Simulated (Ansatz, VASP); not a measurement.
# Ti: VASP beside Ansatz

```
Ti
1.0
     2.93995    0.00000    0.00000
    -1.46997    2.54607    0.00000
     0.00000    0.00000   20.64790
Ti
3
Direct
  0.00000 0.00000 0.39257
  0.33333 0.66667 0.50000
  0.00000 0.00000 0.60743
```

Alike in both runs: functional PBE; k mesh 13 × 13 × 1; occupations fermi-dirac, width 0.05 eV; no spin polarisation.

Ansatz relaxed the structure, and its values are those at the end. VASP's run is a single point on that final structure, the one shown.

```csv
,VASP,Ansatz
version,VASP 6.6.1,Ansatz 0.2.0
potentials or method,"VASP PAW PBE potentials, release 64 (Ti_sv)","PAW with Ansatz's default frozen-core files, scalar-relativistic"
plane-wave cutoff (eV),520,420
valence electrons in the cell,36,36
```

Ansatz gave:

```
rms of the force components (eV/Å) : 0.004
```

Question: Which values does VASP return?

Answer: rms of the force components (eV/Å): 0.003.

With one functional, cell and mesh, what is left measures potentials, basis and numerics. Ansatz's warnings: stress scf threshold loose.
